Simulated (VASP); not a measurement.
Write the native input for VASP 6.6.1 that does the following.

```yaml
Task: single point
Functional: PBE
Potentials_or_basis: VASP PAW PBE potentials, release 64 (Si, Ge_d)
Cutoff: 520 eV
k_mesh: 10 × 10 × 6
Occupations: gaussian, width 0.02 eV
Spin: no spin polarisation
Dipole_correction: no
Further_INCAR_settings: ALGO = Normal; EDIFF = 1e-06; NBANDS = 21
```

The structure of Si3Ge lies in POSCAR:

```
Si3Ge
1.0
    3.8728544211      0.0000000000      0.0000000000
    0.0000000000      3.8728544211      0.0000000000
    0.0000000000      0.0000000000      5.4761805660
Si Ge
3 1
Direct
    0.5000000000      0.5000000000      0.0000000000
    0.0000000000      0.5000000000      0.7558713849
    0.5000000000      0.0000000000      0.2441286151
    0.0000000000      0.0000000000      0.5000000000
```

The input as run:

INCAR

```
SYSTEM = Si3Ge
PREC = Accurate ; ENCUT = 520
EDIFF = 1E-6 ; ISMEAR = 0
SIGMA = 0.02 ; LREAL = .False.
LASPH = .True. ; NELM = 100
ALGO = Normal ; ISIF = 2
LWAVE = .False. ; LCHARG = .False.
GGA = PE ; NBANDS = 21
```

KPOINTS

```
regular mesh
0
Gamma
  10 10 6
  0 0 0
```

Potentials or basis: VASP PAW PBE potentials, release 64 (Si, Ge_d).

Command:

```console
$ cat potpaw_PBE.64/Si/POTCAR potpaw_PBE.64/Ge_d/POTCAR > POTCAR
$ mpirun -np 1 vasp_std > vasp.out
```

It gave:

```
Pressure               : 2.5 GPa
Largest force          : 0.006 eV/Å
Band gap on the k mesh : 0.32 eV (least direct gap 0.63 eV)
```

Wall time 88 s on 1 thread of Intel(R) Xeon(R) Platinum 8375C CPU @ 2.90GHz (Ice Lake) (shared host), peak memory 0.27 GiB.
